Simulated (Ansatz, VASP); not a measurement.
One calculation of SiC, two programs

File POSCAR:

```
SiC
1.0
    0.0000000000      2.1998328745      2.1639622962
    2.1998328745      0.0000000000      2.1639622962
    2.1998328745      2.1998328745      0.0000000000
Si C
1 1
Direct
    0.0000000000      0.0000000000      0.0000000000
    0.2500000000      0.2500000000      0.2500000000
```

File INCAR.step1:

```
SYSTEM = SiC
PREC = Accurate
ENCUT = 520
EDIFF = 1E-5
ISMEAR = 0
SIGMA = 0.01
LREAL = .FALSE.
LASPH = .TRUE.
NELM = 60
ALGO = Normal
ISIF = 2
LWAVE = .TRUE.
LCHARG = .FALSE.
GGA = PE
NBANDS = 11
```

INCAR.step2

```
SYSTEM = SiC
PREC = Accurate
ENCUT = 520
EDIFF = 1E-7
ISMEAR = 0
SIGMA = 0.01
LREAL = .FALSE.
LASPH = .TRUE.
NELM = 60
ALGO = Normal
ISIF = 2
LWAVE = .FALSE.
LCHARG = .FALSE.
GGA = PE
LHFCALC = .TRUE.
HFSCREEN = 0.2079
PRECFOCK = Normal
ISTART = 1
NBANDS = 11
```

The input KPOINTS:

```
regular mesh
0
G
  8 8 8
  0 0 0
```

Input for Ansatz:

```yaml
crystal:
  lattice:
    - [0.0, 2.1998328745, 2.1639622962]
    - [2.1998328745, 0.0, 2.1639622962]
    - [2.1998328745, 2.1998328745, 0.0]
  atoms:
    - { symbol: Si, position: [0.0, 0.0, 0.0] }
    - { symbol: C, position: [0.25, 0.25, 0.25] }
kpoints:
  mp_grid: { grid: [8, 8, 8] }
  band_path:
    path:
      - [0.0, 0.0, 0.0]
      - [-0.5, -0.5, 0.0]
      - [-0.375, -0.375, 0.25]
      - [-0.375, 0.0, 0.375]
      - [0.0, 0.0, 0.5]
      - [-0.5, -0.25, 0.25]
    npoints: 1
hamiltonian:
  xc: hse06
scf:
  occupations: { method: fixed }
  n_extra_bands: 4
output:
  forces: true
  stress: true
  eigenvalues: true
```

Change from the starting cell: epitaxial_xy strain +1.0%.

Alike in both runs: task single point; functional HSE06; k mesh 8 × 8 × 8; no spin polarisation.

|  | VASP | Ansatz |
| --- | --- | --- |
| version | VASP 6.6.1 | Ansatz 0.2.0 |
| potentials or method | VASP PAW PBE potentials, release 64 (Si, C) | plane waves, PAW |
| plane-wave cutoff (eV) | 520 | 420 |
| occupations | gaussian, width 0.01 eV | fixed |
| valence electrons in the cell | 8 | 8 |

|  | VASP | Ansatz | Ansatz less VASP |
| --- | --- | --- | --- |
| gap on the k mesh at the Fermi level (eV) | 2.06 | 2.06 | -0.004 |
| pressure (GPa) | -4.5 | -4.1 | +0.36 |
| traceless stress, the component that is largest in VASP (GPa) | 2.93 | 2.91 | -0.019 |

Ansatz's warnings: stress exchange threshold loose, stress scf threshold loose.
